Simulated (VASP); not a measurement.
# Si3N4 (Fd-3m) in VASP: single point with LDA

Aim: the single point of Si3N4 with LDA.

Program: VASP 6.6.1. These are calculated values, not measurements. Logs are shortened: lines on timing, memory, paths and dates and some standing lists are left out, and cuts for length are marked.

## Step 1: The cell of the first run

The structure is cubic, space group Fd-3m (No. 227). Conventional cell: a = 7.691 Å, b = 7.691 Å, c = 7.691 Å, α = 90.00°, β = 90.00°, γ = 90.00°. Si (site symmetry -3m) has 6 N at 1.87 Å within 2.5 Å. Si (site symmetry -43m) has 4 N at 1.76 Å within 2.3 Å. Within 2.3 Å of N (site symmetry 3m) lie 4 Si at 1.76 to 1.87 Å.

## Step 2: Single point, LDA

INCAR

```
SYSTEM = Si3N4
  PREC = Accurate
  ENCUT = 520
  EDIFF = 1E-7
  ISMEAR = 0
  SIGMA = 0.02
  LREAL = .FALSE.
  LASPH = .TRUE.
  NELM = 60
  ALGO = Normal
  ISIF = 2
  LWAVE = .FALSE.
  LCHARG = .TRUE.
  LELF = .TRUE.
  LVHAR = .TRUE.
  NBANDS = 45
```

KPOINTS

```
Automatic mesh
0
G
  6 6 6
  0 0 0
```

POSCAR

```
Si3N4
1.0
    0.0000000000      3.8455849850      3.8455849850
    3.8455849850      0.0000000000      3.8455849850
    3.8455849850      3.8455849850      0.0000000000
Si N
6 8
Direct
    0.1250000000      0.1250000000      0.6250000000
    0.1250000000      0.6250000000      0.1250000000
    0.6250000000      0.1250000000      0.1250000000
    0.1250000000      0.1250000000      0.1250000000
    0.7500000000      0.7500000000      0.7500000000
    0.5000000000      0.5000000000      0.5000000000
    0.3675721486      0.3675721486      0.3675721486
    0.3527164458      0.8824278514      0.8824278514
    0.8824278514      0.8824278514      0.3527164458
    0.8824278514      0.3527164458      0.8824278514
    0.3675721486      0.3675721486      0.8972835542
    0.3675721486      0.8972835542      0.3675721486
    0.8824278514      0.8824278514      0.8824278514
    0.8972835542      0.3675721486      0.3675721486
```

Potentials or basis: VASP PAW LDA potentials, release 64 (Si, N).

Started as:

```console
cat potpaw_LDA.64/Si/POTCAR potpaw_LDA.64/N/POTCAR > POTCAR
mpirun -np 1 vasp_std > vasp.out
```

OUTCAR:

```text
SYSTEM = Si3N4
   PREC = Accurate
   ENCUT = 520
   EDIFF = 1E-7
   ISMEAR = 0
   LREAL = .FALSE.
   LASPH = .TRUE.
   NELM = 60
   ISIF = 2

 ion  position               nearest neighbor table
   1  0.125  0.125  0.625-   7 1.87  13 1.87  10 1.87  12 1.87   8 1.87  14 1.87   4 2.72   2 2.72
                             3 2.72   4 2.72   2 2.72   3 2.72
   2  0.125  0.625  0.125-   7 1.87  13 1.87   9 1.87  11 1.87   8 1.87  14 1.87   4 2.72   1 2.72
                             1 2.72   3 2.72   4 2.72   3 2.72
   3  0.625  0.125  0.125-   7 1.87  13 1.87  10 1.87  11 1.87  12 1.87   9 1.87   4 2.72   1 2.72
                             2 2.72   1 2.72   2 2.72   4 2.72
   4  0.125  0.125  0.125-   8 1.87   9 1.87  10 1.87  11 1.87  12 1.87  14 1.87   1 2.72   2 2.72
                             3 2.72   1 2.72   2 2.72   3 2.72
   5  0.750  0.750  0.750-   8 1.76   9 1.76  10 1.76  13 1.76
   6  0.500  0.500  0.500-  11 1.76  12 1.76  14 1.76   7 1.76
   7  0.368  0.368  0.368-   6 1.76   2 1.87   3 1.87   1 1.87
   8  0.353  0.882  0.882-   5 1.76   4 1.87   1 1.87   2 1.87
   9  0.882  0.882  0.353-   5 1.76   4 1.87   2 1.87   3 1.87
  10  0.882  0.353  0.882-   5 1.76   4 1.87   1 1.87   3 1.87
  11  0.368  0.368  0.897-   6 1.76   4 1.87   2 1.87   3 1.87
  12  0.368  0.897  0.368-   6 1.76   4 1.87   1 1.87   3 1.87
  13  0.882  0.882  0.882-   5 1.76   2 1.87   3 1.87   1 1.87
  14  0.897  0.368  0.368-   6 1.76   4 1.87   1 1.87   2 1.87

  LATTYP: Found a face centered cubic cell.
 ALAT       =     7.6911699700

  Lattice vectors:

 A1 = (   0.0000000000,   3.8455849850,   3.8455849850)
 A2 = (   3.8455849850,   0.0000000000,   3.8455849850)
 A3 = (   3.8455849850,   3.8455849850,   0.0000000000)

Analysis of symmetry for initial positions (statically):
=====================================================================
 Subroutine PRICEL returns:
 Original cell was already a primitive cell.

 Routine SETGRP: Setting up the symmetry group for a
 face centered cubic supercell.

 Subroutine GETGRP returns: Found 48 space group operations
 (whereof 24 operations were pure point group operations)
 out of a pool of 48 trial point group operations.

The static configuration has the point symmetry T_d .
 The point group associated with its full space group is O_h .

Analysis of symmetry for dynamics (positions and initial velocities):
=====================================================================
 Subroutine PRICEL returns:
 Original cell was already a primitive cell.

 Routine SETGRP: Setting up the symmetry group for a
 face centered cubic supercell.

 Subroutine GETGRP returns: Found 48 space group operations
[... 136 lines left out ...]
   IALGO  =     38    algorithm
   IMIX   =      4    mixing-type and parameters
     AMIX     =   0.40;   BMIX     =  1.00
     AMIX_MAG =   1.60;   BMIX_MAG =  1.00
  volume/ion in A,a.u.               =       8.12        54.83
  Fermi-wavevector in a.u.,A,eV,Ry     =   1.351541  2.554041 24.853243  1.826662
  Thomas-Fermi vector in A             =   2.478954
   LORBIT       =      0    0 simple, 1 ext, 2 COOP (PROOUT), +10 PAW based schemes
   GGA     = CA    functional components
   LHFCALC =     F    Hartree Fock is set to
   AEXX    =    0.0000 exact exchange contribution
   IVDW    =     0    specifies the selected vdW correction
   LEPSILON=     F    determine dielectric tensor
   LRPA    =     F    only Hartree local field effects (RPA)
 non-spin polarized calculation
 Gauss-broadening in eV      SIGMA  =   0.02
  energy-cutoff  :      520.00
  volume of cell :      113.74
 maximum number of plane-waves:      3119
   NGX = 21   NGY = 21   NGZ = 21

 number of electron      64.0000004 magnetization

 Free energy of the ion-electron system (eV)
  ---------------------------------------------------
  ext. energy  EPLUGINS =         0.00000000
  ---------------------------------------------------
  free energy    TOTEN  =      -125.55856717 eV

  energy without entropy =     -125.55856717  energy(sigma->0) =     -125.55856717

 E-fermi :   9.6736     XC(G=0): -12.6727

 val. band max:        9.4932394547   @ k =  -0.1667   0.1667   0.0000
 cond. band min:      12.8426511607   @ k =   0.0000   0.0000   0.0000
 fundamental gap:      3.3494117060
 Fermi energy:         9.6736168102

 k-point     1 :       0.0000    0.0000    0.0000
  band No.  band energies     occupation
      1      -9.5209      2.00000
      2      -6.0361      2.00000
      3      -5.0611      2.00000
      4      -5.0611      2.00000
      5      -5.0611      2.00000
      6      -4.0144      2.00000
[... 741 lines left out ...]
     43      19.4337      0.00000
     44      19.4337      0.00000
 [bands above 44 left out]

------------------------ aborting loop because EDIFF is reached ----------------------------------------

  FORCE on cell =-STRESS in cart. coord.  units (eV):
  Direction    XX          YY          ZZ          XY          YZ          ZX
  --------------------------------------------------------------------------------------
  -------------------------------------------------------------------------------------
  Total        0.4927976      0.4927976      0.4927976     -0.0000000     -0.0000000     -0.0000000
  in kB        6.9416369      6.9416369      6.9416369     -0.0000000     -0.0000000     -0.0000000
  external PRESSURE =       6.9416369 kB  Pullay stress =       0.0000000 kB

 VOLUME and BASIS-vectors are now :
 -----------------------------------------------------------------------------
  energy-cutoff  :      520.00
  volume of cell :      113.74
      direct lattice vectors                 reciprocal lattice vectors
     0.000000000  3.845584985  3.845584985    -0.130019230  0.130019230  0.130019230
     3.845584985  0.000000000  3.845584985     0.130019230 -0.130019230  0.130019230
     3.845584985  3.845584985  0.000000000     0.130019230  0.130019230 -0.130019230

 POSITION                                       TOTAL-FORCE (eV/Angst)
 -----------------------------------------------------------------------------------
      2.88419      2.88419      0.96140         0.000000      0.000000      0.000000
      2.88419      0.96140      2.88419         0.000000      0.000000      0.000000
      0.96140      2.88419      2.88419         0.000000      0.000000      0.000000
      0.96140      0.96140      0.96140         0.000000      0.000000      0.000000
      5.76838      5.76838      5.76838         0.000000      0.000000     -0.000000
      3.84558      3.84558      3.84558         0.000000      0.000000      0.000000
      2.82706      2.82706      2.82706         0.007223      0.007223      0.007223
      6.78690      4.74985      4.74985        -0.007223      0.007223      0.007223
      4.74985      4.74985      6.78690         0.007223      0.007223     -0.007223
      4.74985      6.78690      4.74985         0.007223     -0.007223      0.007223
      4.86411      4.86411      2.82706        -0.007223     -0.007223      0.007223
      4.86411      2.82706      4.86411        -0.007223      0.007223     -0.007223
      6.78690      6.78690      6.78690        -0.007223     -0.007223     -0.007223
      2.82706      4.86411      4.86411         0.007223     -0.007223     -0.007223
 -----------------------------------------------------------------------------------
    total drift:                                0.000000      0.000000      0.000000

  FREE ENERGIE OF THE ION-ELECTRON SYSTEM (eV)
  ---------------------------------------------------
  free  energy   TOTEN  =      -125.5585671665 eV

  energy  without entropy=     -125.5585671665  energy(sigma->0) =     -125.55856717
```

It took 74 s on 1 thread of Intel Xeon Platinum 8488C (Sapphire Rapids), shared host; peak memory 0.21 GiB.

What came out:

| Item | Value |
| --- | --- |
| Free energy | -125.5586 eV |
| Pressure | 0.7 GPa |
| Largest force | 0.013 eV/Å |
| Band gap on the k mesh | 3.35 eV, indirect (least direct gap 3.38 eV) |

Forces in eV/Å, atoms in the order of the input:
```
Si   0.000  0.000  0.000
Si   0.000  0.000  0.000
Si   0.000  0.000  0.000
Si   0.000  0.000  0.000
Si   0.000  0.000  0.000
Si   0.000  0.000  0.000
N    0.007  0.007  0.007
N   -0.007  0.007  0.007
N    0.007  0.007 -0.007
N    0.007 -0.007  0.007
N   -0.007 -0.007  0.007
N   -0.007  0.007 -0.007
N   -0.007 -0.007 -0.007
N    0.007 -0.007 -0.007
```

A k mesh can miss the band edges. LDA gaps usually lie below the measured ones, often by a third to a half.
